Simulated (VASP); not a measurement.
# Mg: single point with PBEsol

The system is Mg.

```
Mg
1.0
    -1.47650    1.47650    1.47650
     1.47650   -1.47650    1.47650
     1.47650    1.47650   -1.47650
Mg
1
Direct
  0.00000 0.00000 0.00000
```

```
Program                : VASP 6.6.1
Task                   : single point
Functional             : PBEsol
Potentials or basis    : VASP PAW PBE potentials, release 64 (Mg)
Cutoff                 : 600 eV
k mesh                 : 11 × 11 × 11
Occupations            : fermi-dirac, width 0.1 eV
Spin                   : no spin polarisation
Dipole correction      : no
Further INCAR settings : ALGO = Normal; EDIFF = 1e-06; NBANDS = 7
```

| Property | Result |
| --- | --- |
| Pressure | 61.5 GPa |
| Band gap on the k mesh | zero (band 1 reaches 9.09 eV, above the bottom of band 2 at 5.76 eV) |

Levels at points of the mesh, in eV from the Fermi level:
```csv
k point,band 1,band 2,band 3,band 4,band 5,band 6
"(0.00, 0.00, 0.00)",-9.93,17.31,17.31,17.31,20.08,20.08
```

Run time: 2.3 s on 1 thread of Intel(R) Xeon(R) 6975P-C (Granite Rapids), on a shared host, peak memory 0.12 GiB.

Caveat: the PAW data sets were made with another functional, which shifts forces and pressure a little.
